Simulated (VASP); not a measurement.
# AlNi3 (P4/mmm) in VASP: single point with PBE

Aim: the single point of AlNi3 with PBE.

Program: VASP 6.6.1. These are calculated values, not measurements. Logs are shortened: lines on timing, memory, paths and dates and some standing lists are left out, and cuts for length are marked.

## 1. The cell of the first run

The structure is tetragonal, space group P4/mmm (No. 123). Conventional cell: a = 3.455 Å, b = 3.455 Å, c = 3.664 Å, α = 90.00°, β = 90.00°, γ = 90.00°. Within 3.2 Å of Al (site symmetry 4/mmm) lie 12 Ni at 2.44 to 2.52 Å. Ni (site symmetry mmm) has 8 Ni at 2.44 to 2.52 Å and 4 Al at 2.52 Å within 3.2 Å. Ni (site symmetry 4/mmm) has 4 Al at 2.44 Å and 8 Ni at 2.52 Å within 3.2 Å.

## 2. Single point, PBE, collinear spin, ferromagnetic start (stretched by +4 % along [0.0, 0.0, 1.0] at fixed volume)

Input file INCAR:

```
SYSTEM = AlNi3
PREC = Accurate
ENCUT = 520
EDIFF = 1E-7
ISMEAR = -1
SIGMA = 0.025
LREAL = .FALSE.
LASPH = .TRUE.
NELM = 150
ALGO = Normal
ISIF = 2
LWAVE = .FALSE.
LCHARG = .FALSE.
ISPIN = 2
MAGMOM = 0 0.3 0.3 0.2
LORBIT = 11
LMAXMIX = 4
GGA = PE
NBANDS = 28
```

Input file KPOINTS:

```
Automatic mesh
0
G
  9 9 8
  0 0 0
```

Input file POSCAR:

```
AlNi3
1.0
    3.4546393844      0.0000000000      0.0000000000
    0.0000000000      3.4546393844      0.0000000000
    0.0000000000      0.0000000000      3.6639769158
Al Ni
1 3
Direct
    0.0000000000      0.0000000000      0.0000000000
    0.0000000000      0.5000000000      0.5000000000
    0.5000000000      0.0000000000      0.5000000000
    0.5000000000      0.5000000000      0.0000000000
```

Potentials or basis: VASP PAW PBE potentials, release 64 (Al, Ni).

Launch:

```sh
$ cat potpaw_PBE.64/Al/POTCAR potpaw_PBE.64/Ni/POTCAR > POTCAR
$ mpirun -np 1 vasp_std > vasp.out
```

OUTCAR:

```text
SYSTEM = AlNi3
   PREC = Accurate
   ENCUT = 520
   EDIFF = 1E-7
   ISMEAR = -1
   LREAL = .FALSE.
   LASPH = .TRUE.
   NELM = 150
   ISIF = 2
   ISPIN = 2
   LORBIT = 11
   GGA = PE

 ion  position               nearest neighbor table
   1  0.000  0.000  0.000-   4 2.44   4 2.44   4 2.44   4 2.44   3 2.52   2 2.52   3 2.52   2 2.52
                             3 2.52   2 2.52   3 2.52   2 2.52
   2  0.000  0.500  0.500-   3 2.44   3 2.44   3 2.44   3 2.44   4 2.52   1 2.52   1 2.52   1 2.52
                             4 2.52   4 2.52   4 2.52   1 2.52
   3  0.500  0.000  0.500-   2 2.44   2 2.44   2 2.44   2 2.44   4 2.52   1 2.52   4 2.52   4 2.52
                             1 2.52   4 2.52   1 2.52   1 2.52
   4  0.500  0.500  0.000-   1 2.44   1 2.44   1 2.44   1 2.44   3 2.52   2 2.52   3 2.52   3 2.52
                             3 2.52   2 2.52   2 2.52   2 2.52

  LATTYP: Found a simple tetragonal cell.
 ALAT       =     3.4546393844
 C/A-ratio  =     1.0605960588

  Lattice vectors:

 A1 = (   3.4546393844,   0.0000000000,   0.0000000000)
 A2 = (   0.0000000000,   3.4546393844,   0.0000000000)
 A3 = (   0.0000000000,   0.0000000000,   3.6639769158)

Analysis of symmetry for initial positions (statically):
=====================================================================
 Subroutine PRICEL returns:
 Original cell was already a primitive cell.

 Routine SETGRP: Setting up the symmetry group for a
 simple tetragonal supercell.

 Subroutine GETGRP returns: Found 16 space group operations
 (whereof 16 operations were pure point group operations)
 out of a pool of 16 trial point group operations.

The static configuration has the point symmetry D_4h.

Analysis of symmetry for dynamics (positions and initial velocities):
=====================================================================
 Subroutine PRICEL returns:
 Original cell was already a primitive cell.

 Routine SETGRP: Setting up the symmetry group for a
 simple tetragonal supercell.

 Subroutine GETGRP returns: Found 16 space group operations
 (whereof 16 operations were pure point group operations)
 out of a pool of 16 trial point group operations.

The dynamic configuration has the point symmetry D_4h.

Analysis of structural, dynamic, and magnetic symmetry:
=====================================================================
 Subroutine PRICEL returns:
 Original cell was already a primitive cell.

 Routine SETGRP: Setting up the symmetry group for a
 simple tetragonal supercell.

 Subroutine GETGRP returns: Found 16 space group operations
 (whereof 16 operations were pure point group operations)
 out of a pool of 16 trial point group operations.

The overall configuration has the point symmetry D_4h.

 Subroutine INISYM returns: Found 16 space group operations
 (whereof 16 operations are pure point group operations),
 and found     1 'primitive' translations

----------------------------------------------------------------------------------------

                                     Primitive cell

  volume of cell :      43.7279

  direct lattice vectors                    reciprocal lattice vectors
     3.454639384  0.000000000  0.000000000     0.289465814  0.000000000  0.000000000
     0.000000000  3.454639384  0.000000000     0.000000000  0.289465814  0.000000000
     0.000000000  0.000000000  3.663976916     0.000000000  0.000000000  0.272927484

  length of vectors
     3.454639384  3.454639384  3.663976916     0.289465814  0.289465814  0.272927484

  position of ions in fractional coordinates (direct lattice)
     0.000000000  0.000000000  0.000000000
     0.000000000  0.500000000  0.500000000
     0.500000000  0.000000000  0.500000000
     0.500000000  0.500000000  0.000000000

  ion indices of the primitive-cell ions
   primitive index   ion index
                 1           1
                 2           2
                 3           3
                 4           4

----------------------------------------------------------------------------------------

 KPOINTS: Automatic mesh

Automatic generation of k-mesh.
 Grid dimensions read from file:
 generate k-points for:    9    9    8

 Generating k-lattice:

  Cartesian coordinates                     Fractional coordinates (reciprocal lattice)
     0.032162868  0.000000000  0.000000000     0.111111111  0.000000000  0.000000000
     0.000000000  0.032162868  0.000000000     0.000000000  0.111111111  0.000000000
     0.000000000  0.000000000  0.034115935     0.000000000  0.000000000  0.125000000

  Length of vectors
     0.032162868  0.032162868  0.034115935

  Shift w.r.t. Gamma in fractional coordinates (k-lattice)
     0.000000000  0.000000000  0.000000000

 Subroutine IBZKPT returns following result:
 ===========================================

 Found     75 irreducible k-points:

 Following reciprocal coordinates:
            Coordinates               Weight
  0.000000  0.000000  0.000000      1.000000
  0.111111  0.000000  0.000000      4.000000
  0.222222  0.000000  0.000000      4.000000
  0.333333  0.000000  0.000000      4.000000
  0.444444  0.000000  0.000000      4.000000
  0.111111  0.111111  0.000000      4.000000
[... 16 lines left out ...]
  0.333333  0.111111  0.125000     16.000000
  0.444444  0.111111  0.125000     16.000000
 [... further k-points ...]
   k-points           NKPTS =     75   k-points in BZ     NKDIM =     75   number of bands    NBANDS=     28
   number of dos      NEDOS =    301   number of ions     NIONS =      4
   total plane-waves  NPLWV =  21952
   dimension x,y,z NGX =    28 NGY =   28 NGZ =   28
   dimension x,y,z NGXF=    56 NGYF=   56 NGZF=   56
   ions per type =               1   3
   NGX,Y,Z   is equivalent  to a cutoff of  13.47, 13.47, 12.70 a.u.
   NGXF,Y,Z  is equivalent  to a cutoff of  26.95, 26.95, 25.41 a.u.
 SYSTEM =  AlNi3
   PREC   = accura    normal or accurate (medium, high low for compatibility)
   ISTART =      0    job   : 0-new  1-cont  2-samecut
   ICHARG =      2    charge: 1-file 2-atom 10-const
   ISPIN  =      2    spin polarized calculation?
   LNONCOLLINEAR =      F non collinear calculations
   LSORBIT =      F    spin-orbit coupling
   LASPH  =      T    aspherical Exc in radial PAW
   ENCUT  =  520.0 eV  38.22 Ry    6.18 a.u.   6.42  6.42  6.81*2*pi/ulx,y,z
   NELM   =    150;   NELMIN=  2; NELMDL= -5     # of ELM steps
   EDIFF  = 0.1E-06   stopping-criterion for ELM
   LREAL  =      F    real-space projection
   EDIFFG = 0.1E-05   stopping-criterion for IOM
   NSW    =      0    number of steps for IOM
   IBRION =     -1    ionic relax: 0-MD 1-quasi-New 2-CG
   NFREE  =      0    steps in history (QN), initial steepest desc. (CG)
   ISIF   =      2    stress and relaxation
   ISYM   =      2    0-nonsym 1-usesym 2-fastsym
   POTIM  = 0.5000    time-step for ionic-motion
   TEBEG  =    0.0;   TEEND  =   0.0 temperature during run
   PSTRESS=    0.0 pullay stress
   NELECT =      33.0000    total number of electrons
   NUPDOWN=      -1.0000    fix difference up-down
   EMIN   =  10.00;   EMAX   =-10.00  energy-range for DOS
   EFERMI =   0.00;   METHOD = LEGACY
   ISMEAR =    -1;   SIGMA  =   0.03  broadening in eV -4-tet -1-fermi 0-gaus
   EFERMI_NEDOS =   21; number of points for ismear=-14 and -15
   IALGO  =     38    algorithm
   IMIX   =      4    mixing-type and parameters
     AMIX     =   0.40;   BMIX     =  1.00
     AMIX_MAG =   1.60;   BMIX_MAG =  1.00
  volume/ion in A,a.u.               =      10.93        73.77
  Fermi-wavevector in a.u.,A,eV,Ry     =   1.490482  2.816603 30.225843  2.221537
  Thomas-Fermi vector in A             =   2.603258
   LORBIT       =     11    0 simple, 1 ext, 2 COOP (PROOUT), +10 PAW based schemes
   GGA     = PE    functional components
   LHFCALC =     F    Hartree Fock is set to
   AEXX    =    0.0000 exact exchange contribution
   IVDW    =     0    specifies the selected vdW correction
   LEPSILON=     F    determine dielectric tensor
   LRPA    =     F    only Hartree local field effects (RPA)
 spin polarized calculation
  energy-cutoff  :      520.00
  volume of cell :       43.73
 maximum number of plane-waves:      1201
 NGX is ok and might be reduce to    28
   NGX = 13   NGY = 13   NGZ = 13

 number of electron      32.9999963 magnetization       0.6388692

 Free energy of the ion-electron system (eV)
  ---------------------------------------------------
  ext. energy  EPLUGINS =         0.00000000
  ---------------------------------------------------
  free energy    TOTEN  =       -21.82934435 eV

  energy without entropy =      -21.82269049  energy(sigma->0) =      -21.82601742

 E-fermi :   9.9408     XC(G=0): -12.8535

 val. band max:        9.9354883787   @ k =   0.4444   0.2222   0.2500
 cond. band min:       9.9446010679   @ k =   0.3333   0.3333   0.3750
 fundamental gap:      0.0091126891
 Fermi energy:         9.9407715274

 spin component 1

 k-point     1 :       0.0000    0.0000    0.0000
  band No.  band energies     occupation
      1      -0.2378      1.00000
      2       5.4536      1.00000
      3       6.0970      1.00000
      4       6.2013      1.00000
      5       6.5277      1.00000
      6       6.5277      1.00000
[... 20 lines left out ...]
     27      24.7053      0.00000
[... 691 lines left out ...]
      6       7.0101      1.00000
[... 20 lines left out ...]
     27      24.0995      0.00000
     28      26.0767      0.00000

 [... further k-points ...]

 spin component 2

 k-point     1 :       0.0000    0.0000    0.0000
  band No.  band energies     occupation
      1      -0.2645      1.00000
      2       5.5231      1.00000
      3       6.2384      1.00000
      4       6.3288      1.00000
      5       6.7740      1.00000
      6       6.7740      1.00000
[... 20 lines left out ...]
     27      24.7021      0.00000
[... 691 lines left out ...]
      6       7.3002      1.00000
[... 20 lines left out ...]
     27      24.1339      0.00000
     28      26.0604      0.00000

 [... further k-points ...]
[... 5 lines left out ...]
  --------------------------------------------------------------------------------------
  -------------------------------------------------------------------------------------
  Total        2.6638177      2.6638177      0.7431075      0.0000000      0.0000000      0.0000000
  in kB       97.6015939     97.6015939     27.2272666      0.0000000      0.0000000      0.0000000
  external PRESSURE =      74.1434848 kB  Pullay stress =       0.0000000 kB

 VOLUME and BASIS-vectors are now :
 -----------------------------------------------------------------------------
  energy-cutoff  :      520.00
  volume of cell :       43.73
      direct lattice vectors                 reciprocal lattice vectors
     3.454639384  0.000000000  0.000000000     0.289465814  0.000000000  0.000000000
     0.000000000  3.454639384  0.000000000     0.000000000  0.289465814  0.000000000
     0.000000000  0.000000000  3.663976916     0.000000000  0.000000000  0.272927484

 POSITION                                       TOTAL-FORCE (eV/Angst)
 -----------------------------------------------------------------------------------
      0.00000      0.00000      0.00000         0.000000      0.000000      0.000000
      0.00000      1.72732      1.83199         0.000000      0.000000      0.000000
      1.72732      0.00000      1.83199         0.000000      0.000000      0.000000
      1.72732      1.72732      0.00000         0.000000      0.000000      0.000000
 -----------------------------------------------------------------------------------
    total drift:                                0.000000      0.000000      0.000000

  FREE ENERGIE OF THE ION-ELECTRON SYSTEM (eV)
  ---------------------------------------------------
  free  energy   TOTEN  =       -21.8293443516 eV

  energy  without entropy=      -21.8226904867  energy(sigma->0) =      -21.82601742

 total charge

# of ion       s       p       d       tot
------------------------------------------
    1        0.412   0.406   0.000   0.818
    2        0.506   0.544   8.392   9.442
    3        0.506   0.544   8.392   9.442
    4        0.507   0.546   8.410   9.463
--------------------------------------------------
tot          1.932   2.040  25.193  29.165

 magnetization (x)

# of ion       s       p       d       tot
------------------------------------------
    1       -0.001  -0.007   0.000  -0.008
    2       -0.003  -0.008   0.247   0.236
    3       -0.003  -0.008   0.247   0.236
    4       -0.003  -0.010   0.221   0.209
--------------------------------------------------
tot         -0.009  -0.034   0.716   0.674
```

It took 6.8 min on 1 thread of AMD EPYC 7R13, shared host; peak memory 0.23 GiB.

What came out:

```yaml
Free_energy: -21.8293 eV
Pressure: 7.4 GPa
Net_moment: 0.64 μB per cell
Site_moments: Al -0.01; Ni +0.24, +0.21 (each value once) μB
Valence_electrons_inside_the_program's_atomic_spheres: Al 0.82; Ni 9.44, 9.46 (each value once)
```

Caveat: the stress differs along the axes, from 3 to 10 GPa.
